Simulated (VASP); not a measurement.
MgSi3N:

```
Mg Si N
1.0
     2.66635   -3.13931    0.00000
     2.66635    3.13931    0.00000
     0.00000    0.00000    4.59694
Mg Si N
1 3 1
Cartesian
  0.0000 0.0000 2.2985
  2.6663 -1.5635 0.0000
  2.6663 1.5635 0.0000
  0.0000 0.0000 0.0000
  2.6663 0.0000 0.0000
```

| Property | Result |
| --- | --- |
| Program | VASP 6.6.1 |
| Task | relaxation of cell and atoms |
| Functional | PBE |
| Potentials or basis | VASP PAW PBE potentials, release 64 (Mg, Si, N) |
| Cutoff | 600 eV |
| k mesh | 4 × 4 × 4 |
| Occupations | gaussian, width 0.1 eV |
| Spin | no spin polarisation |

At the start: pressure 86.4 GPa; volume 15.39 Å³/atom.

How do energy, volume and symmetry change on relaxing?

Over 39 steps the energy falls by 3263.7 meV/atom and the volume is 20.02 Å³/atom (+30.1 %); space group Cmmm (No. 65, to 0.05 Å).

Step by step:
| step | energy change (eV) | largest force (eV/Å) | pressure (GPa) | volume (Å³) |
| --- | --- | --- | --- | --- |
| 1 | 0.0000 | 28.1103 | 86.41 | 76.96 |
| 2 | 590.4650 | 1448.9231 | 294.53 | 179.85 |
| 3 | 83.1039 | 224.6630 | 258.68 | 83.12 |
| 4 | 76.9777 | 212.9304 | 260.67 | 80.11 |
| 5 | 74.0863 | 207.0949 | 262.08 | 78.53 |
| 6 | 72.7264 | 204.2624 | 262.86 | 77.74 |
| 7 | 72.0679 | 202.8566 | 263.29 | 77.35 |
| 8 | 71.7440 | 202.1533 | 263.52 | 77.15 |
| 9 | 71.5835 | 201.8008 | 263.64 | 77.06 |
| 10 | 71.5035 | 201.6247 | 263.69 | 77.01 |
| 11 | 71.4636 | 201.5353 | 263.72 | 76.98 |
| 12 | 71.4437 | 201.4921 | 263.74 | 76.97 |
| 13 | 71.4338 | 201.4709 | 263.74 | 76.96 |
| 14 | 71.4288 | 201.4588 | 263.75 | 76.96 |
| 15 | 71.4263 | 201.4551 | 263.75 | 76.96 |
| 16 | 71.4251 | 201.4516 | 263.75 | 76.96 |
| 17 | 71.4244 | 201.4501 | 263.75 | 76.96 |
| 18 | 71.4241 | 201.4493 | 263.75 | 76.96 |
| 19 | 71.4240 | 201.4490 | 263.75 | 76.96 |
| 20 | -7.4177 | 25.3382 | 57.46 | 85.60 |
| 21 | -10.7194 | 14.6250 | 41.41 | 87.14 |
| 22 | -13.7236 | 1.4259 | 20.68 | 90.23 |
| 23 | -14.0461 | 1.4719 | 16.06 | 91.39 |
| 24 | -14.1078 | 3.2609 | 13.33 | 92.32 |
| 25 | -14.0974 | 3.7674 | 12.59 | 92.63 |
| 26 | -14.3093 | 3.5959 | 11.58 | 93.35 |
| 27 | -14.8666 | 2.9399 | 7.94 | 95.50 |
| 28 | -15.5690 | 1.7723 | 1.47 | 99.78 |
| 29 | -15.7638 | 0.5994 | -6.59 | 108.32 |
| 30 | -15.8318 | 0.8211 | -4.56 | 105.49 |
| 31 | -15.8316 | 0.8961 | -3.95 | 104.79 |
| 32 | -15.9585 | 0.5556 | -3.38 | 104.08 |
| 33 | -16.1927 | 0.6218 | -0.83 | 101.88 |
| 34 | -16.2190 | 1.2942 | 0.81 | 100.77 |
| 35 | -16.2775 | 0.8758 | 0.28 | 100.73 |
| 36 | -16.3133 | 0.3073 | -0.27 | 100.63 |
| 37 | -16.3134 | 0.2737 | -0.29 | 100.62 |
| 38 | -16.3165 | 0.1752 | -0.18 | 100.42 |
| 39 | -16.3184 | 0.0120 | 0.01 | 100.10 |

Final structure:
```
Mg Si N
1.0
     2.35382   -4.12046    0.00000
     2.35382    4.12046    0.00000
     0.00000    0.00000    5.16018
Mg Si N
1 3 1
Direct
  0.00000 0.00000 0.50000
  0.71008 0.28992 0.00000
  0.28992 0.71008 0.00000
  0.00000 0.00000 0.00000
  0.50000 0.50000 0.00000
```

Caveat: the k points lie up to 0.38 Å⁻¹ apart in the final cell; the volume moved by over 15 % at a fixed basis, so the end points are rough.
